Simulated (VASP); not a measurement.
A run of VASP 6.6.1 is set up as follows.

INCAR

```
SYSTEM = Cs3Si
PREC = Accurate ; ENCUT = 520
EDIFF = 1E-6 ; ISMEAR = 0
SIGMA = 0.1 ; LREAL = .FALSE.
LASPH = .TRUE. ; NELM = 100
ALGO = Normal ; ISIF = 2
LWAVE = .FALSE. ; LCHARG = .FALSE.
GGA = PE ; NBANDS = 24
```

The input KPOINTS:

```
regular mesh
0
G
  4 4 4
  0 0 0
```

File POSCAR:

```
Cs3Si
1.0
    5.2876277536      0.0000000000      0.0000000000
    0.0000000000      5.2876277536      0.0000000000
    0.0000000000      0.0000000000      5.2876277536
Cs Si
3 1
Direct
    0.0000000000      0.5000000000      0.5000000000
    0.5000000000      0.0000000000      0.5000000000
    0.5000000000      0.5000000000      0.0000000000
    0.0000000000      0.0000000000      0.0000000000
```

Potentials or basis: VASP PAW PBE potentials, release 64 (Cs_sv, Si).

The run is started by

```bash
$ cat potpaw_PBE.64/Cs_sv/POTCAR potpaw_PBE.64/Si/POTCAR > POTCAR
$ mpirun -np 1 vasp_std > vasp.out
```

(1) Estimate the pressure.

(2) Estimate the band gap on the k mesh.

Answers

(1) 4.5 GPa.

(2) zero (an odd number of electrons rules out a gap without spin polarisation).

Caveat: the cell stands under pressure; spin-orbit coupling is left out, which moves the levels of the heavy elements.
